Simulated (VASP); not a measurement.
Runs of VASP 6.6.1 on Al3GaN4. The structure is that of space group Cm (No. 8), or close to it. The cells are those of the table. 

| cell | gap on the mesh (eV) | pressure (GPa) | largest force (eV/Å) |
| --- | --- | --- | --- |
| a = 4.401, b = 4.401, c = 9.044 Å, angles 99.3, 80.7, 90.0°, 16 atoms | 1.96 | -1.8 | 3.72 |
| a = 4.401, b = 4.401, c = 8.863 Å, angles 94.7, 85.3, 90.0°, 16 atoms | 1.96 | -1.7 | 3.69 |
| a = 4.401, b = 4.401, c = 9.177 Å, angles 101.5, 78.5, 90.0°, 16 atoms | 3.32 | -0.8 | 2.61 |
| a = 4.401, b = 4.401, c = 8.818 Å, angles 92.4, 87.6, 90.0°, 16 atoms | (b) | -0.8 | 2.51 |
| a = 4.401, b = 4.401, c = 8.939 Å, angles 97.1, 82.9, 90.0°, 16 atoms | (a) | -2.1 | 1.81 |

Alike in all rows: task single point; level r2SCAN; potentials or basis VASP PAW PBE potentials, release 64 (Al, Ga_d, N); no spin polarisation; k mesh 5 × 5 × 3; cutoff (eV) 520; smearing gaussian 0.05 eV.

Estimate the missing entries.

(a) 0.93; (b) 3.31.

Caveats: the PAW data sets were made with another functional, which shifts forces and pressure a little; an odd mesh through Γ misses points on the zone boundary, where band edges can lie.

A k mesh can miss the band edges, and the runs leave out spin-orbit coupling on Ga.
